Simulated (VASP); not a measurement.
# MgS (Fm-3m) in VASP: notebook

The runs below take MgS through single point, relaxation of cell and atoms, with r2SCAN.

Program: VASP 6.6.1. These are calculated values, not measurements. Logs are shortened: lines on timing, memory, paths and dates and some standing lists are left out, and cuts for length are marked.

## 1. The cell of the first run

It takes space group Fm-3m (No. 225, cubic). The conventional cell has a = 5.203 Å, b = 5.203 Å, c = 5.203 Å, α = 90.00°, β = 90.00°, γ = 90.00°. Mg (site symmetry m-3m) has 6 S at 2.60 Å within 3.4 Å. Within 3.4 Å of S (site symmetry m-3m) lie 6 Mg at 2.60 Å.

## 2. Single point, r2SCAN

The input, POSCAR:

```
MgS
1.0
    2.6016500000      2.6016500000      0.0000000000
   -2.6016500000      2.6016500000      0.0000000000
    0.0000000000      2.6016500000      2.6016500000
Mg S
1 1
Direct
    0.0000000000      0.0000000000      0.0000000000
    0.5000000000      0.5000000000      0.0000000000
```

The input, INCAR.step1:

```
SYSTEM = MgS
ALGO     = Normal         ! electronic algorithm
EDIFF    = 1E-4           ! SCF threshold, eV
ENCUT    = 520            ! plane-wave cutoff, eV
GGA      = PE             ! functional
ISMEAR   = -1             ! smearing method
LASPH    = .True.         ! aspherical terms in the spheres
LCHARG   = .False.        ! write CHGCAR
LREAL    = .False.        ! projectors in reciprocal space
LWAVE    = .True.         ! write WAVECAR
NBANDS   = 11             ! bands
NELM     = 60             ! most SCF steps
PREC     = Accurate       ! precision mode
SIGMA    = 0.1            ! smearing width, eV
```

The input, INCAR.step2:

```
SYSTEM = MgS
ALGO     = Normal         ! electronic algorithm
EDIFF    = 1E-7           ! SCF threshold, eV
ENCUT    = 520            ! plane-wave cutoff, eV
ISIF     = 2              ! what is computed and relaxed
ISMEAR   = -1             ! smearing method
ISTART   = 1            
LASPH    = .True.         ! aspherical terms in the spheres
LCHARG   = .True.         ! write CHGCAR
LELF     = .True.         ! ELF
LMIXTAU  = .True.       
LREAL    = .False.        ! projectors in reciprocal space
LVHAR    = .True.       
LWAVE    = .False.        ! write WAVECAR
METAGGA  = R2SCAN         ! meta-GGA
NBANDS   = 11             ! bands
NELM     = 60             ! most SCF steps
PREC     = Accurate       ! precision mode
SIGMA    = 0.1            ! smearing width, eV
```

The input, KPOINTS:

```
k-points
0
Gamma
  12 12 12
  0 0 0
```

Potentials or basis: VASP PAW PBE potentials, release 64 (Mg, S).

Launch:

```
$ cat potpaw_PBE.64/Mg/POTCAR potpaw_PBE.64/S/POTCAR > POTCAR
$ cp INCAR.step1 INCAR
$ mpirun -np 1 vasp_std > vasp.out
$ cp INCAR.step2 INCAR
$ mpirun -np 1 vasp_std > vasp.out
```

OUTCAR:

```text
SYSTEM = MgS
   EDIFF = 1E-7
   ENCUT = 520
   ISIF = 2
   ISMEAR = -1
   ISTART = 1
   LASPH = .True.
   LREAL = .False.
   METAGGA = R2SCAN
   NELM = 60
   PREC = Accurate

 ion  position               nearest neighbor table
   1  0.000  0.000  0.000-   2 2.60   2 2.60   2 2.60   2 2.60   2 2.60   2 2.60
   2  0.500  0.500  0.000-   1 2.60   1 2.60   1 2.60   1 2.60   1 2.60   1 2.60

  LATTYP: Found a face centered cubic cell.
 ALAT       =     5.2033000000

  Lattice vectors:

 A1 = (   0.0000000000,   2.6016500000,   2.6016500000)
 A2 = (   2.6016500000,   0.0000000000,   2.6016500000)
 A3 = (   2.6016500000,   2.6016500000,   0.0000000000)

Analysis of symmetry for initial positions (statically):
=====================================================================
 Subroutine PRICEL returns:
 Original cell was already a primitive cell.

 Routine SETGRP: Setting up the symmetry group for a
 face centered cubic supercell.

 Subroutine GETGRP returns: Found 48 space group operations
[... 9 lines left out ...]

 Routine SETGRP: Setting up the symmetry group for a
 face centered cubic supercell.

 Subroutine GETGRP returns: Found 48 space group operations
[... 11 lines left out ...]
                                     Primitive cell

  volume of cell :      35.2190

  direct lattice vectors                    reciprocal lattice vectors
     2.601650000  2.601650000  0.000000000     0.192185728  0.192185728 -0.192185728
    -2.601650000  2.601650000  0.000000000    -0.192185728  0.192185728 -0.192185728
     0.000000000  2.601650000  2.601650000     0.000000000  0.000000000  0.384371457

  length of vectors
     3.679288715  3.679288715  3.679288715     0.332875446  0.332875446  0.384371457

  position of ions in fractional coordinates (direct lattice)
     0.000000000  0.000000000  0.000000000
     0.500000000  0.500000000  0.000000000

  ion indices of the primitive-cell ions
   primitive index   ion index
                 1           1
                 2           2

----------------------------------------------------------------------------------------

 KPOINTS: k-points

Automatic generation of k-mesh.
 Grid dimensions read from file:
 generate k-points for:   12   12   12

 Generating k-lattice:

  Cartesian coordinates                     Fractional coordinates (reciprocal lattice)
     0.016015477  0.016015477 -0.016015477     0.083333333  0.000000000  0.000000000
    -0.016015477  0.016015477 -0.016015477     0.000000000  0.083333333  0.000000000
     0.000000000  0.000000000  0.032030955     0.000000000  0.000000000  0.083333333

  Length of vectors
     0.027739620  0.027739620  0.032030955

  Shift w.r.t. Gamma in fractional coordinates (k-lattice)
     0.000000000  0.000000000  0.000000000

 Subroutine IBZKPT returns following result:
 ===========================================

 Found     72 irreducible k-points:

 Following reciprocal coordinates:
            Coordinates               Weight
  0.000000  0.000000  0.000000      1.000000
  0.083333  0.000000  0.000000      8.000000
  0.166667  0.000000  0.000000      8.000000
  0.250000  0.000000  0.000000      8.000000
  0.333333  0.000000  0.000000      8.000000
  0.416667  0.000000  0.000000      8.000000
[... 16 lines left out ...]
  0.500000  0.166667  0.000000     24.000000
 -0.416667  0.166667  0.000000     24.000000
 [... further k-points ...]
   k-points           NKPTS =     72   k-points in BZ     NKDIM =     72   number of bands    NBANDS=     11
   number of dos      NEDOS =    301   number of ions     NIONS =      2
   total plane-waves  NPLWV =  21952
   dimension x,y,z NGX =    28 NGY =   28 NGZ =   28
   dimension x,y,z NGXF=    56 NGYF=   56 NGZF=   56
   ions per type =               1   1
   NGX,Y,Z   is equivalent  to a cutoff of  12.65, 12.65, 12.65 a.u.
   NGXF,Y,Z  is equivalent  to a cutoff of  25.30, 25.30, 25.30 a.u.
 SYSTEM =  MgS
   PREC   = accura    normal or accurate (medium, high low for compatibility)
   ISTART =      1    job   : 0-new  1-cont  2-samecut
   ICHARG =      0    charge: 1-file 2-atom 10-const
   ISPIN  =      1    spin polarized calculation?
   LNONCOLLINEAR =      F non collinear calculations
   LSORBIT =      F    spin-orbit coupling
   LASPH  =      T    aspherical Exc in radial PAW
   ENCUT  =  520.0 eV  38.22 Ry    6.18 a.u.   6.84  6.84  6.84*2*pi/ulx,y,z
   NELM   =     60;   NELMIN=  2; NELMDL=  0     # of ELM steps
   EDIFF  = 0.1E-06   stopping-criterion for ELM
   LREAL  =      F    real-space projection
   EDIFFG = 0.1E-05   stopping-criterion for IOM
   NSW    =      0    number of steps for IOM
   IBRION =     -1    ionic relax: 0-MD 1-quasi-New 2-CG
   NFREE  =      0    steps in history (QN), initial steepest desc. (CG)
   ISIF   =      2    stress and relaxation
   ISYM   =      2    0-nonsym 1-usesym 2-fastsym
   POTIM  = 0.5000    time-step for ionic-motion
   TEBEG  =    0.0;   TEEND  =   0.0 temperature during run
   PSTRESS=    0.0 pullay stress
   NELECT =       8.0000    total number of electrons
   NUPDOWN=      -1.0000    fix difference up-down
   EMIN   =  10.00;   EMAX   =-10.00  energy-range for DOS
   EFERMI =   0.00;   METHOD = LEGACY
   ISMEAR =    -1;   SIGMA  =   0.10  broadening in eV -4-tet -1-fermi 0-gaus
   EFERMI_NEDOS =   21; number of points for ismear=-14 and -15
   IALGO  =     38    algorithm
   IMIX   =      4    mixing-type and parameters
     AMIX     =   0.40;   BMIX     =  1.00
     AMIX_MAG =   1.60;   BMIX_MAG =  1.00
  volume/ion in A,a.u.               =      17.61       118.83
  Fermi-wavevector in a.u.,A,eV,Ry     =   0.998878  1.887606 13.575323  0.997758
  Thomas-Fermi vector in A             =   2.131131
   LORBIT       =      0    0 simple, 1 ext, 2 COOP (PROOUT), +10 PAW based schemes
   METAGGA = R2SCAN    functional components
   LHFCALC =     F    Hartree Fock is set to
   AEXX    =    0.0000 exact exchange contribution
   IVDW    =     0    specifies the selected vdW correction
   LEPSILON=     F    determine dielectric tensor
   LRPA    =     F    only Hartree local field effects (RPA)
 non-spin polarized calculation
  energy-cutoff  :      520.00
  volume of cell :       35.22
 maximum number of plane-waves:       960
   NGX = 13   NGY = 13   NGZ = 13

 number of electron       8.0000000 magnetization

 Free energy of the ion-electron system (eV)
  ---------------------------------------------------
  ext. energy  EPLUGINS =         0.00000000
  ---------------------------------------------------
  free energy    TOTEN  =       -15.51064608 eV

  energy without entropy =      -15.51064608  energy(sigma->0) =      -15.51064608

 E-fermi :   5.3261     XC(G=0): -10.0900

 val. band max:        3.4924173507   @ k =   0.0000   0.0000   0.0000
 cond. band min:       6.9266231458   @ k =   0.5000   0.5000   0.0000
 fundamental gap:      3.4342057951
 Fermi energy:         5.3260633339

 k-point     1 :       0.0000    0.0000    0.0000
  band No.  band energies     occupation
      1      -9.6904      2.00000
      2       3.4924      2.00000
      3       3.4924      2.00000
      4       3.4924      2.00000
      5       8.1077      0.00000
      6      12.0238      0.00000
      7      12.0238      0.00000
      8      12.0238      0.00000
      9      14.4342      0.00000
     10      14.4342      0.00000
     11      17.0365      0.00000

 k-point     2 :       0.0833    0.0000    0.0000
  band No.  band energies     occupation
      1      -9.6205      2.00000
      2       2.9901      2.00000
      3       3.4433      2.00000
      4       3.4433      2.00000
      5       8.5158      0.00000
      6      11.8425      0.00000
      7      12.1673      0.00000
      8      12.1673      0.00000
      9      14.0835      0.00000
     10      14.0835      0.00000
     11      17.4282      0.00000

 k-point     3 :       0.1667    0.0000    0.0000
  band No.  band energies     occupation
      1      -9.4197      2.00000
      2       1.8965      2.00000
      3       3.3159      2.00000
      4       3.3159      2.00000
      5       9.1315      0.00000
      6      11.8225      0.00000
      7      12.3085      0.00000
      8      12.3085      0.00000
      9      13.7917      0.00000
     10      13.7917      0.00000
     11      17.0162      0.00000

 k-point     4 :       0.2500    0.0000    0.0000
  band No.  band energies     occupation
      1      -9.1166      2.00000
      2       0.6947      2.00000
      3       3.1557      2.00000
      4       3.1557      2.00000
      5       9.1996      0.00000
      6      11.9212      0.00000
      7      11.9212      0.00000
      8      12.6184      0.00000
      9      14.4634      0.00000
     10      14.4634      0.00000
     11      16.4602      0.00000

 k-point     5 :       0.3333    0.0000    0.0000
  band No.  band energies     occupation
      1      -8.7696      2.00000
      2      -0.3669      2.00000
      3       3.0086      2.00000
      4       3.0086      2.00000
      5       8.9727      0.00000
      6      11.4355      0.00000
      7      11.4355      0.00000
      8      13.8138      0.00000
      9      15.7349      0.00000
     10      15.7349      0.00000
     11      16.0992      0.00000
[... 211 lines left out ...]
 k-point    21 :       0.3333    0.1667    0.0000
  band No.  band energies     occupation
      1      -8.4125      2.00000
      2      -0.6560      2.00000
      3       1.6901      2.00000
      4       2.8440      2.00000
      5       9.7864      0.00000
      6      10.7714      0.00000
      7      11.7208      0.00000
      8      13.5668      0.00000
      9      15.4723      0.00000
     10      17.8024      0.00000
     11      19.1807      0.00000

 k-point    22 :       0.4167    0.1667    0.0000
  band No.  band energies     occupation
      1      -8.2430      2.00000
      2      -1.0343      2.00000
      3       1.7147      2.00000
      4       2.6577      2.00000
      5       9.4256      0.00000
      6      10.6308      0.00000
      7      11.7717      0.00000
      8      14.3774      0.00000
      9      17.1050      0.00000
     10      17.1519      0.00000
     11      18.4352      0.00000

 k-point    23 :       0.5000    0.1667    0.0000
  band No.  band energies     occupation
      1      -8.2766      2.00000
      2      -0.9680      2.00000
      3       1.8855      2.00000
      4       2.5410      2.00000
      5       9.2390      0.00000
      6      10.6424      0.00000
      7      12.0232      0.00000
      8      13.7401      0.00000
      9      16.8384      0.00000
     10      18.6495      0.00000
     11      18.7557      0.00000

 k-point    24 :      -0.4167    0.1667    0.0000
  band No.  band energies     occupation
      1      -8.4966      2.00000
      2      -0.4705      2.00000
      3       2.1604      2.00000
      4       2.5154      2.00000
      5       9.2597      0.00000
      6      10.7365      0.00000
      7      12.4522      0.00000
      8      12.5418      0.00000
      9      16.4415      0.00000
     10      17.9645      0.00000
     11      18.3835      0.00000

 [... further k-points ...]
[... 5 lines left out ...]
  --------------------------------------------------------------------------------------
  -------------------------------------------------------------------------------------
  Total       -0.1029318     -0.1029318     -0.1029318      0.0000000     -0.0000000     -0.0000000
  in kB       -4.6825614     -4.6825614     -4.6825614      0.0000000     -0.0000000     -0.0000000
  external PRESSURE =      -4.6825614 kB  Pullay stress =       0.0000000 kB

 VOLUME and BASIS-vectors are now :
 -----------------------------------------------------------------------------
  energy-cutoff  :      520.00
  volume of cell :       35.22
      direct lattice vectors                 reciprocal lattice vectors
     2.601650000  2.601650000  0.000000000     0.192185728  0.192185728 -0.192185728
    -2.601650000  2.601650000  0.000000000    -0.192185728  0.192185728 -0.192185728
     0.000000000  2.601650000  2.601650000     0.000000000  0.000000000  0.384371457

 POSITION                                       TOTAL-FORCE (eV/Angst)
 -----------------------------------------------------------------------------------
      0.00000      0.00000      0.00000        -0.000000      0.000000      0.000000
      0.00000      2.60165      0.00000         0.000000     -0.000000      0.000000
 -----------------------------------------------------------------------------------
    total drift:                               -0.000000      0.000000     -0.000000

  FREE ENERGIE OF THE ION-ELECTRON SYSTEM (eV)
  ---------------------------------------------------
  free  energy   TOTEN  =       -15.5106460798 eV

  energy  without entropy=      -15.5106460777  energy(sigma->0) =      -15.51064608
```

Run time: 62 s. Hardware: 1 thread of Intel Xeon 6975P-C (Granite Rapids), shared host; peak memory 0.18 GiB.

What came out:

| Item | Value |
| --- | --- |
| Free energy | -15.5106 eV |
| Pressure | -0.5 GPa |
| Band gap on the k mesh | 3.43 eV, indirect (least direct gap 4.62 eV) |

Caveat: the PAW data sets were made with another functional, which shifts forces and pressure a little. A k mesh can miss the band edges.

## 3. Relaxation of cell and atoms, r2SCAN

POSCAR is that of step 2.

The input, INCAR.step1:

```
SYSTEM = MgS
PREC = Accurate
ENCUT = 600
ISMEAR = -1
SIGMA = 0.1
LREAL = .FALSE.
LASPH = .TRUE.
NELM = 80
GGA = PE
ALGO = Normal
EDIFF = 1E-4
LWAVE = .TRUE.
LCHARG = .FALSE.
```

The input, INCAR.step2:

```
SYSTEM = MgS
PREC = Accurate
ENCUT = 600
EDIFF = 1E-7
ISMEAR = -1
SIGMA = 0.1
LREAL = .FALSE.
LASPH = .TRUE.
NELM = 80
ALGO = Normal
ISIF = 3
LWAVE = .FALSE.
LCHARG = .FALSE.
METAGGA = R2SCAN
LMIXTAU = .TRUE.
IBRION = 2
NSW = 100
EDIFFG = -0.002
ISTART = 1
```

The input, KPOINTS:

```
Automatic mesh
0
G
  12 12 12
  0 0 0
```

Potentials or basis: VASP PAW PBE potentials, release 64 (Mg, S).

Launch:

```
$ cat potpaw_PBE.64/Mg/POTCAR potpaw_PBE.64/S/POTCAR > POTCAR
$ cp INCAR.step1 INCAR
$ mpirun -np 1 vasp_std > vasp.out
$ cp INCAR.step2 INCAR
$ mpirun -np 1 vasp_std > vasp.out
```

Run time: 2.6 min. Hardware: 1 thread of Intel Xeon 6975P-C (Granite Rapids), shared host; peak memory 0.2 GiB.

Results (log left out):

* Free energy: -15.5114 eV
* Relaxed volume: 17.51 Å³/atom
* Relaxed cell: a = 3.672 Å, b = 3.672 Å, c = 3.672 Å, α = 60.00°, β = 60.00°, γ = 90.00°
* Space group after relaxing (to 0.05 Å): Fm-3m (No. 225)
* Energy gained by relaxing: 0.1 meV/atom
* Ionic steps: 4
* Pressure after relaxing: 0.0 GPa
* Band gap on the k mesh: 3.45 eV, indirect (least direct gap 4.66 eV)

The path:
```csv
step,energy change (eV),largest force (eV/Å),pressure (GPa),volume (Å³)
1,0.0000,0.0000,-0.45,35.22
2,-0.0003,0.0000,0.07,34.97
3,-0.0003,0.0000,0.02,35.01
4,-0.0003,0.0000,0.00,35.02
```

Final structure:
```
CELL_PARAMETERS angstrom
2.59675 2.59675 0.00000
-2.59675 2.59675 0.00000
0.00000 2.59675 2.59675
ATOMIC_POSITIONS crystal
Mg 0.00000 0.00000 0.00000
S 0.50000 0.50000 0.00000
```

Levels at points of the mesh, in eV from the valence-band top:
| k point | band 1 | band 2 | band 3 | band 4 | band 5 | band 6 | band 7 | band 8 |
| --- | --- | --- | --- | --- | --- | --- | --- | --- |
| (0.00, 0.00, 0.00) | -13.22 | 0.00 | 0.00 | 0.00 | 4.66 | 8.53 | 8.53 | 8.53 |
| (0.50, 0.00, 0.00) | -11.87 | -4.91 | -0.63 | -0.63 | 5.23 | 7.51 | 7.51 | 11.30 |
| (0.50, 0.50, 0.00) | -11.48 | -4.30 | -1.74 | -1.74 | 3.45 | 4.91 | 13.20 | 13.50 |

Caveat: the PAW data sets were made with another functional, which shifts forces and pressure a little.
